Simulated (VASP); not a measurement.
# TiAl: single point with PBEsol

Crystal: TiAl.

```
Ti Al
1.0
     2.80908    0.00000    0.00000
    -1.40454    2.43274    0.00000
     0.00000    0.00000    4.55679
Ti Al
1 1
Direct
  0.00000 0.00000 0.00000
  0.33333 0.66667 0.50000
```

```yaml
Program: VASP 6.6.1
Task: single point
Functional: PBEsol
Potentials_or_basis: VASP PAW PBE potentials, release 64 (Ti_sv, Al)
Cutoff: 520 eV
k_mesh: 21 × 21 × 12
Occupations: gaussian, width 0.15 eV
Spin: no spin polarisation
Dipole_correction: no
Further_INCAR_settings: ALGO = Fast; EDIFF = 1e-07; NBANDS = 14
```

* Pressure: 4.8 GPa
* Band gap on the k mesh: zero (an odd number of electrons rules out a gap without spin polarisation)

Stress tensor (GPa, compression positive):
```
4.56 0.00 0.00
0.00 4.56 0.00
0.00 0.00 5.43
```

Levels at points of the mesh, in eV from the Fermi level:
| k point | band 3 | band 4 | band 5 | band 6 | band 7 | band 8 | band 9 | band 10 | band 11 | band 12 |
| --- | --- | --- | --- | --- | --- | --- | --- | --- | --- | --- |
| (0.00, 0.00, 0.00) | -32.08 | -32.08 | -9.24 | -2.36 | -1.81 | 1.35 | 1.35 | 2.97 | 2.97 | 4.31 |
| (0.00, 0.00, 0.50) | -32.08 | -32.08 | -8.26 | -5.42 | -0.46 | 1.37 | 1.37 | 2.88 | 2.88 | 7.12 |

Wall time 11 min on 1 thread of Intel Xeon 8259CL, on a shared host, peak memory 0.28 GiB.

Caveat: the cell stands under pressure; the PAW data sets were made with another functional, which shifts forces and pressure a little.
